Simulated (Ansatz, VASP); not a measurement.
Al in VASP and in Ansatz

```
Al
1.0
     0.00000    2.01040    2.01040
     2.01040    0.00000    2.01040
     2.01040    2.01040    0.00000
Al
1
Direct
  0.00000 0.00000 0.00000
```

Change from the starting cell: volume scaled by 0.98.

Alike in both runs: task single point; functional PBE; k mesh 14 × 14 × 14; occupations fermi-dirac, width 0.05 eV; no spin polarisation.

|  | VASP | Ansatz |
| --- | --- | --- |
| version | VASP 6.6.1 | Ansatz 0.2.0 |
| potentials or method | VASP PAW PBE potentials, release 64 (Al), cutoff 520 eV | all-electron LAPW, scalar-relativistic |

VASP gave:

- pressure (GPa): 0.9

Question: Which values does Ansatz return?

Answer: Pressure (GPa): 1.0.

Ansatz ran all-electron here, and VASP with PAW potentials.
